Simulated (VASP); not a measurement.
# LiF in VASP: notebook, part 2 of 2

VASP 6.6.1. The steps go on from the part before.

## Step 4: Single point, r2SCAN (epitaxial 111 strain +1.5%)

Contents of POSCAR:

```
LiF
1.0
   -0.0353792650      2.1422582873      2.1422582873
    2.1422582873     -0.0353792650      2.1422582873
    2.1422582873      2.1422582873     -0.0353792650
Li F
1 1
Direct
   -0.0015124630     -0.0015124630     -0.0015124630
    0.2515124630      0.2515124630      0.2515124630
```

Contents of INCAR.step1:

```
SYSTEM = LiF
PREC = Accurate
ENCUT = 520
ISMEAR = 0
SIGMA = 0.01
LREAL = .False.
LASPH = .True.
NELM = 80
NBANDS = 12
GGA = PE
ALGO = Normal
EDIFF = 1E-4
LWAVE = .True.
LCHARG = .False.
```

Contents of INCAR.step2:

```
SYSTEM = LiF
PREC = Accurate
ENCUT = 520
EDIFF = 1E-6
ISMEAR = 0
SIGMA = 0.01
LREAL = .False.
LASPH = .True.
NELM = 80
ALGO = Normal
ISIF = 2
LWAVE = .False.
LCHARG = .True.
METAGGA = R2SCAN
LMIXTAU = .True.
LELF = .True.
LVHAR = .True.
NBANDS = 12
ISTART = 1
```

Contents of KPOINTS:

```
regular mesh
0
Gamma
  10 10 10
  0 0 0
```

Potentials or basis: VASP PAW PBE potentials, release 64 (Li_sv, F).

The run is started by

```
> cat potpaw_PBE.64/Li_sv/POTCAR potpaw_PBE.64/F/POTCAR > POTCAR
> cp INCAR.step1 INCAR
> mpirun -np 1 vasp_std > vasp.out
> cp INCAR.step2 INCAR
> mpirun -np 1 vasp_std > vasp.out
```

OUTCAR:

```text
SYSTEM = LiF
   PREC = Accurate
   ENCUT = 520
   EDIFF = 1E-6
   ISMEAR = 0
   LREAL = .False.
   LASPH = .True.
   NELM = 80
   ISIF = 2
   METAGGA = R2SCAN
   ISTART = 1

 ion  position               nearest neighbor table
   1  0.998  0.998  0.998-   2 1.86   2 1.87   2 1.87   2 1.87
   2  0.252  0.252  0.252-   1 1.86   1 1.87   1 1.87   1 1.87

  LATTYP: Found a trigonal (rhomboedric) cell.
 ALAT       =     3.0298172934
 COS(alpha) =     0.4834191363

  Lattice vectors:

 A1 = (  -0.0353792650,   2.1422582873,   2.1422582873)
 A2 = (   2.1422582873,  -0.0353792650,   2.1422582873)
 A3 = (   2.1422582873,   2.1422582873,  -0.0353792650)

Analysis of symmetry for initial positions (statically):
=====================================================================
 Subroutine PRICEL returns:
 Original cell was already a primitive cell.

 Routine SETGRP: Setting up the symmetry group for a
 trigonal (rhombohedral) supercell.

 Subroutine GETGRP returns: Found  6 space group operations
 (whereof  6 operations were pure point group operations)
 out of a pool of 12 trial point group operations.

The static configuration has the point symmetry C_3v.

Analysis of symmetry for dynamics (positions and initial velocities):
=====================================================================
 Subroutine PRICEL returns:
 Original cell was already a primitive cell.

 Routine SETGRP: Setting up the symmetry group for a
 trigonal (rhombohedral) supercell.

 Subroutine GETGRP returns: Found  6 space group operations
 (whereof  6 operations were pure point group operations)
 out of a pool of 12 trial point group operations.

The dynamic configuration has the point symmetry C_3v.

 Subroutine INISYM returns: Found  6 space group operations
 (whereof  6 operations are pure point group operations),
 and found     1 'primitive' translations

----------------------------------------------------------------------------------------

                                     Primitive cell

  volume of cell :      20.1499

  direct lattice vectors                    reciprocal lattice vectors
    -0.035379265  2.142258287  2.142258287    -0.227694865  0.231518377  0.231518377
     2.142258287 -0.035379265  2.142258287     0.231518377 -0.227694865  0.231518377
     2.142258287  2.142258287 -0.035379265     0.231518377  0.231518377 -0.227694865

  length of vectors
     3.029817293  3.029817293  3.029817293     0.398806305  0.398806305  0.398806305

  position of ions in fractional coordinates (direct lattice)
     0.998487537  0.998487537  0.998487537
     0.251512463  0.251512463  0.251512463

  ion indices of the primitive-cell ions
   primitive index   ion index
                 1           1
                 2           2

----------------------------------------------------------------------------------------

 KPOINTS: regular mesh

Automatic generation of k-mesh.
 Grid dimensions read from file:
 generate k-points for:   10   10   10

 Generating k-lattice:

  Cartesian coordinates                     Fractional coordinates (reciprocal lattice)
    -0.022769486  0.023151838  0.023151838     0.100000000  0.000000000  0.000000000
     0.023151838 -0.022769486  0.023151838     0.000000000  0.100000000  0.000000000
[... 41 lines left out ...]
   number of dos      NEDOS =    301   number of ions     NIONS =      2
   total plane-waves  NPLWV =  13824
   dimension x,y,z NGX =    24 NGY =   24 NGZ =   24
   dimension x,y,z NGXF=    48 NGYF=   48 NGZF=   48
   ions per type =               1   1
   NGX,Y,Z   is equivalent  to a cutoff of  13.17, 13.17, 13.17 a.u.
   NGXF,Y,Z  is equivalent  to a cutoff of  26.34, 26.34, 26.34 a.u.
 SYSTEM =  LiF
   PREC   = accura    normal or accurate (medium, high low for compatibility)
   ISTART =      1    job   : 0-new  1-cont  2-samecut
   ICHARG =      0    charge: 1-file 2-atom 10-const
   ISPIN  =      1    spin polarized calculation?
   LNONCOLLINEAR =      F non collinear calculations
   LSORBIT =      F    spin-orbit coupling
   LASPH  =      T    aspherical Exc in radial PAW
   ENCUT  =  520.0 eV  38.22 Ry    6.18 a.u.   5.63  5.63  5.63*2*pi/ulx,y,z
   NELM   =     80;   NELMIN=  2; NELMDL=  0     # of ELM steps
   EDIFF  = 0.1E-05   stopping-criterion for ELM
   LREAL  =      F    real-space projection
   EDIFFG = 0.1E-04   stopping-criterion for IOM
   NSW    =      0    number of steps for IOM
   IBRION =     -1    ionic relax: 0-MD 1-quasi-New 2-CG
   NFREE  =      0    steps in history (QN), initial steepest desc. (CG)
   ISIF   =      2    stress and relaxation
   ISYM   =      2    0-nonsym 1-usesym 2-fastsym
   POTIM  = 0.5000    time-step for ionic-motion
   TEBEG  =    0.0;   TEEND  =   0.0 temperature during run
   PSTRESS=    0.0 pullay stress
   NELECT =      10.0000    total number of electrons
   NUPDOWN=      -1.0000    fix difference up-down
   EMIN   =  10.00;   EMAX   =-10.00  energy-range for DOS
   EFERMI =   0.00;   METHOD = LEGACY
   ISMEAR =     0;   SIGMA  =   0.01  broadening in eV -4-tet -1-fermi 0-gaus
   EFERMI_NEDOS =   21; number of points for ismear=-14 and -15
   IALGO  =     38    algorithm
   IMIX   =      4    mixing-type and parameters
     AMIX     =   0.40;   BMIX     =  1.00
     AMIX_MAG =   1.60;   BMIX_MAG =  1.00
  volume/ion in A,a.u.               =      10.07        67.99
  Fermi-wavevector in a.u.,A,eV,Ry     =   1.296137  2.449343 22.857388  1.679971
  Thomas-Fermi vector in A             =   2.427612
   LORBIT       =      0    0 simple, 1 ext, 2 COOP (PROOUT), +10 PAW based schemes
   METAGGA = R2SCAN    functional components
   LHFCALC =     F    Hartree Fock is set to
   AEXX    =    0.0000 exact exchange contribution
   IVDW    =     0    specifies the selected vdW correction
   LEPSILON=     F    determine dielectric tensor
   LRPA    =     F    only Hartree local field effects (RPA)
 non-spin polarized calculation
 Gauss-broadening in eV      SIGMA  =   0.01
  energy-cutoff  :      520.00
  volume of cell :       20.15
 maximum number of plane-waves:       556
   NGX = 11   NGY = 11   NGZ = 11

 number of electron       9.9999992 magnetization

 Free energy of the ion-electron system (eV)
  ---------------------------------------------------
  ext. energy  EPLUGINS =         0.00000000
  ---------------------------------------------------
  free energy    TOTEN  =       -11.80308939 eV

  energy without entropy =      -11.80308939  energy(sigma->0) =      -11.80308939

 E-fermi :  -2.9853     XC(G=0):  -9.2883

 val. band max:       -3.1899255312   @ k =   0.0000   0.0000   0.0000
 cond. band min:       5.3888669499   @ k =   0.0000   0.0000   0.0000
 fundamental gap:      8.5787924810
 Fermi energy:        -2.9852572537

 k-point     1 :       0.0000    0.0000    0.0000
  band No.  band energies     occupation
      1     -44.7682      2.00000
      2     -23.6711      2.00000
      3      -3.2752      2.00000
      4      -3.2752      2.00000
      5      -3.1899      2.00000
      6       5.3889      0.00000
      7      17.4386      0.00000
      8      17.4386      0.00000
      9      18.0109      0.00000
     10      25.5986      0.00000
     11      25.5986      0.00000
     12      25.9546      0.00000
[... 331 lines left out ...]
 k-point    24 :       0.4000    0.3000    0.0000
  band No.  band energies     occupation
      1     -44.7307      2.00000
      2     -23.5036      2.00000
      3      -4.4951      2.00000
      4      -3.8885      2.00000
      5      -3.7969      2.00000
      6       7.9618      0.00000
      7      14.2408      0.00000
      8      17.2673      0.00000
      9      17.5175      0.00000
     10      19.3914      0.00000
     11      26.0442      0.00000
     12      29.8703      0.00000

 [... further k-points ...]

------------------------ aborting loop because EDIFF is reached ----------------------------------------

  FORCE on cell =-STRESS in cart. coord.  units (eV):
  Direction    XX          YY          ZZ          XY          YZ          ZX
  --------------------------------------------------------------------------------------
  -------------------------------------------------------------------------------------
  Total       -0.1825378     -0.1825378     -0.1825378      0.0809669      0.0809669      0.0809669
  in kB      -14.5141469    -14.5141469    -14.5141469      6.4379288      6.4379288      6.4379288
  external PRESSURE =     -14.5141469 kB  Pullay stress =       0.0000000 kB

 VOLUME and BASIS-vectors are now :
 -----------------------------------------------------------------------------
  energy-cutoff  :      520.00
  volume of cell :       20.15
      direct lattice vectors                 reciprocal lattice vectors
    -0.035379265  2.142258287  2.142258287    -0.227694865  0.231518377  0.231518377
     2.142258287 -0.035379265  2.142258287     0.231518377 -0.227694865  0.231518377
     2.142258287  2.142258287 -0.035379265     0.231518377  0.231518377 -0.227694865

 POSITION                                       TOTAL-FORCE (eV/Angst)
 -----------------------------------------------------------------------------------
      4.24271      4.24271      4.24271         0.015799      0.015799      0.015799
      1.06871      1.06871      1.06871        -0.015799     -0.015799     -0.015799
 -----------------------------------------------------------------------------------
    total drift:                                0.035249      0.035249      0.035249

  FREE ENERGIE OF THE ION-ELECTRON SYSTEM (eV)
  ---------------------------------------------------
  free  energy   TOTEN  =       -11.8030893903 eV

  energy  without entropy=      -11.8030893903  energy(sigma->0) =      -11.80308939
```

It took 2.8 min on 1 thread of Intel Xeon 6975P-C, shared host; peak memory 0.15 GiB.

What came out:

- Free energy: -11.8031 eV
- Largest force: 0.027 eV/Å
- Band gap on the k mesh: 8.58 eV, direct

Forces in eV/Å, atoms in the order of the input:
```
Li   0.016  0.016  0.016
F   -0.016 -0.016 -0.016
```

Levels at points of the mesh, in eV from the valence-band top:
```tsv
k point	band 3	band 4	band 5	band 6	band 7	band 8
(0.00, 0.00, 0.00)	-0.09	-0.09	0.00	8.58	20.63	20.63
(0.50, 0.00, 0.00)	-1.97	-0.31	-0.26	12.61	15.76	20.27
(0.50, 0.50, 0.00)	-1.40	-0.88	-0.78	11.22	16.77	20.52
(0.50, 0.50, 0.50)	-1.98	-0.36	-0.36	12.78	15.87	19.96
```

Caveat: the cell differs from its parent crystal (epitaxial 111 strain +1.5%); the cutoff is under 1.25 times the usual one of these potentials, so pressure, stress and relaxed cells hold a basis-set (Pulay) error; the PAW data sets were made with another functional, which shifts forces and pressure a little.

## Step 5: Overview

| level | cell | smearing | gap on the mesh (eV) | largest force (eV/Å) |
| --- | --- | --- | --- | --- |
| PBE | a = 3.009, b = 3.009, c = 2.984 Å, angles 60.3, 60.3, 59.5°, 2 atoms | fermi-dirac 0.02 eV | 8.09 | - |
| PBE | a = 3.030 Å, angles 61.1°, 2 atoms | fermi-dirac 0.02 eV | 7.74 | 0.01 |
| r2SCAN | a = 3.030 Å, angles 61.1°, 2 atoms | gaussian 0.01 eV | 8.58 | 0.03 |

Alike in all rows: task single point; potentials or basis VASP PAW PBE potentials, release 64 (Li_sv, F); no spin polarisation; k mesh 10 × 10 × 10; cutoff (eV) 520.

Caveats: the cutoff is under 1.25 times the usual one of these potentials, so pressure, stress and relaxed cells hold a basis-set (Pulay) error; the PAW data sets were made with another functional, which shifts forces and pressure a little (some runs).

Total energies depend on the potentials used, so only differences within one code and one set of settings carry meaning.
